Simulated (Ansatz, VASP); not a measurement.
**CdSiN2 in VASP and in Ansatz**

```xyz
8
Lattice="3.1745 0.0000 0.0000 0.0000 3.1745 0.0000 0.0000 0.0000 10.6198" Properties=species:S:1:pos:R:3 pbc="T T T"
Cd    1.5873    0.0000    9.1467
Cd    0.0000    1.5873    1.4731
N     1.5873    1.5873    0.0000
N     0.0000    0.0000    3.4427
N     1.5873    1.5873    5.3099
N     0.0000    0.0000    7.1772
Si    1.5873    0.0000    4.2017
Si    0.0000    1.5873    6.4181
```

Alike in both runs: task single point; functional PBE; k mesh 6 × 6 × 2; occupations fermi-dirac, width 0.02 eV; no spin polarisation.

|  | VASP | Ansatz |
| --- | --- | --- |
| version | VASP 6.6.1 | Ansatz 0.2.0 |
| potentials or method | VASP PAW PBE potentials, release 64 (Cd_sv_GW, N, Si) | plane waves, PAW |
| plane-wave cutoff (eV) | 700 | 420 |
| valence electrons in the cell | 68 | 68 |

VASP gave:

| Item | Value |
| --- | --- |
| pressure (GPa) | -8.2 |
| rms of the force components (eV/Å) | 0.122 |

Problem. What did Ansatz give for the same quantities?

Solution. Pressure (GPa): -8.1; rms of the force components (eV/Å): 0.125.
